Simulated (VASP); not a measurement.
Input of a VASP 6.6.1 run:

Contents of INCAR:

```
PREC = Accurate
ENCUT = 520
EDIFF = 1E-7
ISMEAR = 0
SIGMA = 0.02
LREAL = F
LASPH = T
NELM = 60
ALGO = Normal
ISIF = 2
LWAVE = F
LCHARG = F
GGA = CA
NBANDS = 25
```

Contents of KPOINTS:

```
regular mesh
0
Gamma
  6 6 8
```

POSCAR

```
SiO2
1.0
    4.1865000000      0.0000000000      0.0000000000
    0.0000000000      4.1865000000      0.0000000000
    0.0000000000      0.0000000000      2.6684000000
Si O
2 4
Direct
    0.0000000000      0.0000000000      0.0000000000
    0.5000000000      0.5000000000      0.5000000000
    0.3063460769      0.3063460769      0.0000000000
    0.1936539231      0.8063460769      0.5000000000
    0.6936539231      0.6936539231      0.0000000000
    0.8063460769      0.1936539231      0.5000000000
```

Potentials or basis: VASP PAW LDA potentials, release 64 (Si, O).

The run is started by

```sh
$ cat potpaw_LDA.64/Si/POTCAR potpaw_LDA.64/O/POTCAR > POTCAR
$ mpirun -np 1 vasp_std > vasp.out
```

(1) Predict the largest force.

(2) What does it give for the band gap on the k mesh?

## Answers

(1) 0.038 eV/Å.

(2) 5.54 eV, direct.
